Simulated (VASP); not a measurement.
# Os (P6_3/mmc) in VASP: further runs

Os is run at these levels: SVWN5, PBE+D4; tasks: single point.

Program: VASP 6.6.1. These are calculated values, not measurements. Logs are shortened: lines on timing, memory, paths and dates and some standing lists are left out, and cuts for length are marked.

## Step 1: The cell of the first run

The structure is hexagonal, space group P6_3/mmc (No. 194). Conventional cell: a = 2.697 Å, b = 2.697 Å, c = 4.261 Å, α = 90.00°, β = 90.00°, γ = 120.00°. Os (site symmetry -6m2) has 12 Os at 2.64 to 2.70 Å within 3.5 Å.

## Step 2: Single point, SVWN5

The input, INCAR:

```
SYSTEM = Os
ALGO = Fast
EDIFF = 1E-6
ENCUT = 520
GGA = VW
ISIF = 2
ISMEAR = -1
LASPH = .True.
LCHARG = .False.
LREAL = .False.
LWAVE = .False.
NBANDS = 15
NELM = 100
PREC = Accurate
SIGMA = 0.05
```

The input, KPOINTS:

```
k-points
0
Gamma
  11 11 6
  0 0 0
```

The input, POSCAR:

```
Os
1.0
    2.6971481730      0.0000000000      0.0000000000
   -1.3485740865      2.3357988356      0.0000000000
    0.0000000000      0.0000000000      4.2613185190
Os
2
Direct
    0.6666666667      0.3333333333      0.7500000000
    0.3333333333      0.6666666667      0.2500000000
```

Potentials or basis: VASP PAW PBE potentials, release 64 (Os).

Started as:

```
> cat potpaw_PBE.64/Os/POTCAR > POTCAR
> mpirun -np 1 vasp_std > vasp.out
```

OUTCAR:

```text
SYSTEM = Os
   EDIFF = 1E-6
   ENCUT = 520
   GGA = VW
   ISIF = 2
   ISMEAR = -1
   LASPH = .True.
   LREAL = .False.
   NELM = 100
   PREC = Accurate

 ion  position               nearest neighbor table
   1  0.667  0.333  0.750-   2 2.64   2 2.64   2 2.64   2 2.64   2 2.64   2 2.64
   2  0.333  0.667  0.250-   1 2.64   1 2.64   1 2.64   1 2.64   1 2.64   1 2.64

  LATTYP: Found a hexagonal cell.
 ALAT       =     2.6971481730
 C/A-ratio  =     1.5799348963

  Lattice vectors:

 A1 = (   2.6971481730,   0.0000000000,   0.0000000000)
 A2 = (  -1.3485740865,   2.3357988356,   0.0000000000)
 A3 = (   0.0000000000,   0.0000000000,   4.2613185190)

Analysis of symmetry for initial positions (statically):
=====================================================================
 Subroutine PRICEL returns:
 Original cell was already a primitive cell.

 Routine SETGRP: Setting up the symmetry group for a
 hexagonal supercell.

 Subroutine GETGRP returns: Found 24 space group operations
 (whereof 12 operations were pure point group operations)
 out of a pool of 24 trial point group operations.

The static configuration has the point symmetry D_3d.
 The point group associated with its full space group is D_6h.

Analysis of symmetry for dynamics (positions and initial velocities):
=====================================================================
 Subroutine PRICEL returns:
 Original cell was already a primitive cell.

 Routine SETGRP: Setting up the symmetry group for a
 hexagonal supercell.

 Subroutine GETGRP returns: Found 24 space group operations
 (whereof 12 operations were pure point group operations)
 out of a pool of 24 trial point group operations.

The dynamic configuration has the point symmetry D_3d.
 The point group associated with its full space group is D_6h.

 Subroutine INISYM returns: Found 24 space group operations
 (whereof 12 operations are pure point group operations),
 and found     1 'primitive' translations

----------------------------------------------------------------------------------------

                                     Primitive cell

  volume of cell :      26.8463

  direct lattice vectors                    reciprocal lattice vectors
     2.697148173  0.000000000  0.000000000     0.370761981  0.214059530  0.000000000
    -1.348574086  2.335798836  0.000000000     0.000000000  0.428119059  0.000000000
     0.000000000  0.000000000  4.261318519     0.000000000  0.000000000  0.234669151

  length of vectors
     2.697148173  2.697148173  4.261318519     0.428119059  0.428119059  0.234669151

  position of ions in fractional coordinates (direct lattice)
     0.666666667  0.333333333  0.750000000
     0.333333333  0.666666667  0.250000000

  ion indices of the primitive-cell ions
   primitive index   ion index
                 1           1
                 2           2

----------------------------------------------------------------------------------------

 KPOINTS: k-points

Automatic generation of k-mesh.
 Grid dimensions read from file:
 generate k-points for:   11   11    6

 Generating k-lattice:

  Cartesian coordinates                     Fractional coordinates (reciprocal lattice)
     0.033705635  0.019459957  0.000000000     0.090909091 -0.000000000  0.000000000
     0.000000000  0.038919914  0.000000000     0.000000000  0.090909091  0.000000000
     0.000000000  0.000000000  0.039111525     0.000000000  0.000000000  0.166666667

  Length of vectors
     0.038919914  0.038919914  0.039111525

  Shift w.r.t. Gamma in fractional coordinates (k-lattice)
     0.000000000  0.000000000  0.000000000

 Subroutine IBZKPT returns following result:
 ===========================================

 Found     64 irreducible k-points:

 Following reciprocal coordinates:
            Coordinates               Weight
  0.000000  0.000000  0.000000      1.000000
  0.090909 -0.000000  0.000000      6.000000
  0.181818 -0.000000  0.000000      6.000000
  0.272727 -0.000000  0.000000      6.000000
  0.363636 -0.000000  0.000000      6.000000
  0.454545 -0.000000  0.000000      6.000000
[... 16 lines left out ...]
  0.090909  0.090909  0.166667     12.000000
  0.181818  0.090909  0.166667     24.000000
 [... further k-points ...]
   k-points           NKPTS =     64   k-points in BZ     NKDIM =     64   number of bands    NBANDS=     15
   number of dos      NEDOS =    301   number of ions     NIONS =      2
   total plane-waves  NPLWV =  12800
   dimension x,y,z NGX =    20 NGY =   20 NGZ =   32
   dimension x,y,z NGXF=    40 NGYF=   40 NGZF=   64
   ions per type =               2
   NGX,Y,Z   is equivalent  to a cutoff of  12.33, 12.33, 12.48 a.u.
   NGXF,Y,Z  is equivalent  to a cutoff of  24.66, 24.66, 24.97 a.u.
 SYSTEM =  Os
   PREC   = accura    normal or accurate (medium, high low for compatibility)
   ISTART =      0    job   : 0-new  1-cont  2-samecut
   ICHARG =      2    charge: 1-file 2-atom 10-const
   ISPIN  =      1    spin polarized calculation?
   LNONCOLLINEAR =      F non collinear calculations
   LSORBIT =      F    spin-orbit coupling
   LASPH  =      T    aspherical Exc in radial PAW
   ENCUT  =  520.0 eV  38.22 Ry    6.18 a.u.   5.01  5.01  7.92*2*pi/ulx,y,z
   NELM   =    100;   NELMIN=  2; NELMDL= -5     # of ELM steps
   EDIFF  = 0.1E-05   stopping-criterion for ELM
   LREAL  =      F    real-space projection
   EDIFFG = 0.1E-04   stopping-criterion for IOM
   NSW    =      0    number of steps for IOM
   IBRION =     -1    ionic relax: 0-MD 1-quasi-New 2-CG
   NFREE  =      0    steps in history (QN), initial steepest desc. (CG)
   ISIF   =      2    stress and relaxation
   ISYM   =      2    0-nonsym 1-usesym 2-fastsym
   POTIM  = 0.5000    time-step for ionic-motion
   TEBEG  =    0.0;   TEEND  =   0.0 temperature during run
   PSTRESS=    0.0 pullay stress
   NELECT =      16.0000    total number of electrons
   NUPDOWN=      -1.0000    fix difference up-down
   EMIN   =  10.00;   EMAX   =-10.00  energy-range for DOS
   EFERMI =   0.00;   METHOD = LEGACY
   ISMEAR =    -1;   SIGMA  =   0.05  broadening in eV -4-tet -1-fermi 0-gaus
   EFERMI_NEDOS =   21; number of points for ismear=-14 and -15
   IALGO  =     68    algorithm
   IMIX   =      4    mixing-type and parameters
     AMIX     =   0.40;   BMIX     =  1.00
     AMIX_MAG =   1.60;   BMIX_MAG =  1.00
  volume/ion in A,a.u.               =      13.42        90.58
  Fermi-wavevector in a.u.,A,eV,Ry     =   1.377696  2.603468 25.824489  1.898046
  Thomas-Fermi vector in A             =   2.502826
   LORBIT       =      0    0 simple, 1 ext, 2 COOP (PROOUT), +10 PAW based schemes
   GGA     = VW    functional components
   LHFCALC =     F    Hartree Fock is set to
   AEXX    =    0.0000 exact exchange contribution
   IVDW    =     0    specifies the selected vdW correction
   LEPSILON=     F    determine dielectric tensor
   LRPA    =     F    only Hartree local field effects (RPA)
 non-spin polarized calculation
 RMM-DIIS sequential band-by-band and
  energy-cutoff  :      520.00
  volume of cell :       26.85
 maximum number of plane-waves:       741
 NGX is ok and might be reduce to    20
   NGX =  9   NGY =  9   NGZ = 15

 number of electron      15.9999999 magnetization

 Free energy of the ion-electron system (eV)
  ---------------------------------------------------
  ext. energy  EPLUGINS =         0.00000000
  ---------------------------------------------------
  free energy    TOTEN  =       -25.47867220 eV

  energy without entropy =      -25.46634434  energy(sigma->0) =      -25.47250827

 E-fermi :   9.7086     XC(G=0): -14.4142

 val. band max:        9.6874011417   @ k =   0.0909  -0.0000   0.3333
 cond. band min:       9.7740926556   @ k =   0.3636   0.0909   0.3333
 fundamental gap:      0.0866915139
 Fermi energy:         9.7085552825

 k-point     1 :       0.0000    0.0000    0.0000
  band No.  band energies     occupation
      1      -1.5829      2.00000
      2       1.5457      2.00000
      3       6.4956      2.00000
      4       6.4956      2.00000
      5       6.7623      2.00000
      6       7.3984      2.00000
      7       7.3984      2.00000
      8       8.0934      2.00000
      9       8.0934      2.00000
     10       9.8456      0.12123
     11      11.5575      0.00000
     12      11.5575      0.00000
     13      19.2789      0.00000
     14      23.9309      0.00000
     15      26.7211      0.00000

 k-point     2 :       0.0909   -0.0000    0.0000
  band No.  band energies     occupation
      1      -1.2340      2.00000
      2       1.8539      2.00000
      3       5.9084      2.00000
      4       6.8081      2.00000
      5       7.1496      2.00000
      6       7.3113      2.00000
      7       7.5940      2.00000
      8       7.6908      2.00000
      9       7.8466      2.00000
     10       8.7053      2.00000
     11      11.7307      0.00000
     12      13.2831      0.00000
     13      19.2543      0.00000
     14      24.6563      0.00000
     15      27.1676      0.00000

 k-point     3 :       0.1818   -0.0000    0.0000
  band No.  band energies     occupation
      1      -0.2750      2.00000
      2       2.5693      2.00000
      3       5.2328      2.00000
      4       6.0525      2.00000
      5       6.7089      2.00000
      6       7.2922      2.00000
      7       7.7131      2.00000
      8       8.0484      2.00000
      9       8.0980      2.00000
     10       8.5306      2.00000
     11      12.0820      0.00000
     12      15.7892      0.00000
     13      19.0636      0.00000
     14      25.9647      0.00000
     15      27.4185      0.00000
[... 343 lines left out ...]
 k-point    23 :       0.0909    0.0909    0.1667
  band No.  band energies     occupation
      1      -0.2536      2.00000
      2       2.4925      2.00000
      3       5.3797      2.00000
      4       5.8252      2.00000
      5       6.6109      2.00000
      6       6.9916      2.00000
      7       7.5151      2.00000
      8       7.8635      2.00000
      9       8.6336      2.00000
     10       8.6895      2.00000
     11      11.8677      0.00000
     12      14.0290      0.00000
     13      20.7872      0.00000
     14      25.2991      0.00000
     15      27.4712      0.00000

 k-point    24 :       0.1818    0.0909    0.1667
  band No.  band energies     occupation
      1       0.8163      2.00000
      2       3.2331      2.00000
      3       4.7137      2.00000
      4       4.9328      2.00000
      5       6.2395      2.00000
      6       6.9007      2.00000
      7       7.5350      2.00000
      8       8.5212      2.00000
      9       9.1752      1.99995
     10       9.5799      1.85831
     11      12.0412      0.00000
     12      15.6357      0.00000
     13      20.7334      0.00000
     14      25.4573      0.00000
     15      26.4709      0.00000

 [... further k-points ...]

------------------------ aborting loop because EDIFF is reached ----------------------------------------

  FORCE on cell =-STRESS in cart. coord.  units (eV):
  Direction    XX          YY          ZZ          XY          YZ          ZX
  --------------------------------------------------------------------------------------
  -------------------------------------------------------------------------------------
  Total        1.7963247      1.7963247      1.9194925      0.0000000      0.0000000      0.0000000
  in kB      107.2040471    107.2040471    114.5546582      0.0000000      0.0000000      0.0000000
  external PRESSURE =     109.6542508 kB  Pullay stress =       0.0000000 kB

 VOLUME and BASIS-vectors are now :
 -----------------------------------------------------------------------------
  energy-cutoff  :      520.00
  volume of cell :       26.85
      direct lattice vectors                 reciprocal lattice vectors
     2.697148173  0.000000000  0.000000000     0.370761981  0.214059530  0.000000000
    -1.348574086  2.335798836  0.000000000     0.000000000  0.428119059  0.000000000
     0.000000000  0.000000000  4.261318519     0.000000000  0.000000000  0.234669151

 POSITION                                       TOTAL-FORCE (eV/Angst)
 -----------------------------------------------------------------------------------
      1.34857      0.77860      3.19599         0.000000     -0.000000      0.000000
     -0.00000      1.55720      1.06533        -0.000000      0.000000      0.000000
 -----------------------------------------------------------------------------------
    total drift:                               -0.000000      0.000000     -0.000000

  FREE ENERGIE OF THE ION-ELECTRON SYSTEM (eV)
  ---------------------------------------------------
  free  energy   TOTEN  =       -25.4786722037 eV

  energy  without entropy=      -25.4663443359  energy(sigma->0) =      -25.47250827
```

Wall time 20 s (1 thread of Intel Xeon 8259CL, shared host); peak memory 0.14 GiB.

What came out:

| Item | Value |
| --- | --- |
| Free energy | -25.4787 eV |
| Pressure | 11.0 GPa |
| Band gap on the k mesh | zero (bands 8 and 9 overlap by 4.16 eV) |

Stress tensor (GPa, compression positive):
```
10.72  0.00  0.00
 0.00 10.72  0.00
 0.00  0.00 11.46
```

Caveat: the cell stands under pressure; the PAW data sets were made with another functional, which shifts forces and pressure a little; spin-orbit coupling is left out, which moves the levels of the heavy elements.

## Step 3: Single point, PBE+D4

This run uses another cell than the first one, of 13.70 Å³/atom.

The input, INCAR:

```
  ALGO = Fast
  EDIFF = 1E-7
  ENCUT = 520
  GGA = PE
  ISIF = 2
  ISMEAR = -1
  IVDW = 13
  LASPH = True
  LCHARG = True
  LELF = True
  LREAL = False
  LVHAR = True
  LWAVE = False
  NBANDS = 15
  NELM = 60
  PREC = Accurate
  SIGMA = 0.05
```

The input, KPOINTS:

```
k-points
0
Gamma
  11 11 6
```

The input, POSCAR:

```
Os
1.0
    2.7157497827      0.0000000000      0.0000000000
   -1.3578748913      2.3519083021      0.0000000000
    0.0000000000      0.0000000000      4.2907078513
Os
2
Direct
    0.6666666667      0.3333333333      0.7500000000
    0.3333333333      0.6666666667      0.2500000000
```

Potentials or basis: VASP PAW PBE potentials, release 64 (Os).

Started as:

```
> cat potpaw_PBE.64/Os/POTCAR > POTCAR
> mpirun -np 1 vasp_std > vasp.out
```

OUTCAR:

```text
EDIFF = 1E-7
   ENCUT = 520
   GGA = PE
   ISIF = 2
   ISMEAR = -1
   IVDW = 13
   LASPH = True
   LREAL = False
   NELM = 60
   PREC = Accurate

 ion  position               nearest neighbor table
   1  0.667  0.333  0.750-   2 2.66   2 2.66   2 2.66   2 2.66   2 2.66   2 2.66
   2  0.333  0.667  0.250-   1 2.66   1 2.66   1 2.66   1 2.66   1 2.66   1 2.66

  LATTYP: Found a hexagonal cell.
 ALAT       =     2.7157497827
 C/A-ratio  =     1.5799348963

  Lattice vectors:

 A1 = (   2.7157497827,   0.0000000000,   0.0000000000)
 A2 = (  -1.3578748913,   2.3519083021,   0.0000000000)
 A3 = (   0.0000000000,   0.0000000000,   4.2907078513)

Analysis of symmetry for initial positions (statically):
=====================================================================
 Subroutine PRICEL returns:
 Original cell was already a primitive cell.

 Routine SETGRP: Setting up the symmetry group for a
 hexagonal supercell.

 Subroutine GETGRP returns: Found 24 space group operations
 (whereof 12 operations were pure point group operations)
 out of a pool of 24 trial point group operations.

[... 178 lines left out ...]
      6       7.5084      2.00000
      7       7.5084      2.00000
      8       8.1773      2.00000
      9       8.1773      2.00000
     10       9.8119      0.39220
     11      11.5290      0.00000
     12      11.5290      0.00000
     13      19.1102      0.00000
     14      23.8113      0.00000
[... 401 lines left out ...]
      2       3.4350      2.00000
      3       4.8738      2.00000
      4       5.0972      2.00000
      5       6.3821      2.00000
      6       7.0206      2.00000
      7       7.6222      2.00000
      8       8.5957      2.00000
      9       9.2254      1.99993
     10       9.6187      1.84161
     11      11.9904      0.00000
     12      15.4939      0.00000
     13      20.5521      0.00000
     14      25.1650      0.00000
     15      26.2118      0.00000

 [... further k-points ...]

------------------------ aborting loop because EDIFF is reached ----------------------------------------

  DFT-D4 for vdW energy calculation

  Edisp (eV):   -1.42851

  FORCE on cell =-STRESS in cart. coord.  units (eV):
  Direction    XX          YY          ZZ          XY          YZ          ZX
  --------------------------------------------------------------------------------------
  -------------------------------------------------------------------------------------
  Total       1.77709     1.77709     1.92746     0.00000    -0.00000     0.00000
  in kB     103.89193   103.89193   112.68245     0.00000    -0.00000     0.00000
  external pressure =      106.82 kB  Pullay stress =        0.00 kB

 VOLUME and BASIS-vectors are now :
 -----------------------------------------------------------------------------
  energy-cutoff  :      520.00
  volume of cell :       27.41
      direct lattice vectors                 reciprocal lattice vectors
     2.715749783  0.000000000  0.000000000     0.368222436  0.212593322  0.000000000
    -1.357874891  2.351908302  0.000000000     0.000000000  0.425186645  0.000000000
     0.000000000  0.000000000  4.290707851     0.000000000  0.000000000  0.233061778

 POSITION                                       TOTAL-FORCE (eV/Angst)
 -----------------------------------------------------------------------------------
      1.35787      0.78397      3.21803         0.000000      0.000000      0.000000
     -0.00000      1.56794      1.07268        -0.000000      0.000000      0.000000
 -----------------------------------------------------------------------------------
    total drift:                                0.000000     -0.000000     -0.000000

  FREE ENERGIE OF THE ION-ELECTRON SYSTEM (eV)
  ---------------------------------------------------
  free  energy   TOTEN  =       -23.8544179866 eV

  energy  without entropy=      -23.8416776903  energy(sigma->0) =      -23.84804784
```

stdout:

```text
POSCAR found type information on POSCAR Os
 POSCAR found :  1 types and       2 ions
 scaLAPACK will be used
 LDA part: xc-table for (Slater+PW92), standard interpolation
 POSCAR, INCAR and KPOINTS ok, starting setup
 FFT: planning ... GRIDC
 FFT: planning ... GRID_SOFT
 FFT: planning ... GRID
 WAVECAR not read
 entering main loop
```

It took 29 s on 1 thread of Intel Xeon 8259CL, shared host; peak memory 0.15 GiB.

What came out:

- Free energy: -23.8544 eV
- Pressure: 10.7 GPa
- Band gap on the k mesh: zero (bands 8 and 9 overlap by 4.02 eV)
- Dispersion energy per atom: -0.714 eV

Stress tensor (GPa, compression positive):
```
10.39  0.00  0.00
 0.00 10.39  0.00
 0.00  0.00 11.27
```

Levels at points of the mesh, in eV from the Fermi level:
```
           k point  band 6  band 7  band 8  band 9  band 10  band 11
(0.00, 0.00, 0.00)   -2.23   -2.23   -1.56   -1.56     0.07     1.79
(0.00, 0.00, 0.50)   -3.30   -3.30   -3.30    0.98     0.98     0.98
```

Caveat: the cell stands under pressure; spin-orbit coupling is left out, which moves the levels of the heavy elements.
